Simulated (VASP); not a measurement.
HfB:

```
Hf B
1.0
     0.00000    2.29450    2.29450
     2.29450    0.00000    2.29450
     2.29450    2.29450    0.00000
Hf B
1 1
Direct
  0.50000 0.50000 0.50000
  0.00000 0.00000 0.00000
```

This cell differs from its parent crystal: volume scaled by 0.98.

Base run:

* Program: VASP 6.6.1
* Functional: PBE
* Potentials or basis: VASP PAW PBE potentials, release 64 (Hf_pv, B)
* Cutoff: 520 eV
* k mesh: 10 × 10 × 10
* Occupations: fermi-dirac, width 0.05 eV
* Spin: no spin polarisation

Its results: pressure 36.4 GPa.

Q: The run is repeated on the same cell with these changes: functional from PBE to HSE06; k mesh from 10 × 10 × 10 to 6 × 6 × 6. What comes out?

A: Pressure 34.1 GPa.

Several settings changed at once, so the effect can't be laid on one alone.

Caveats: some runs use coarse meshes; the PAW data sets were made with another functional, which shifts forces and pressure a little (some runs).
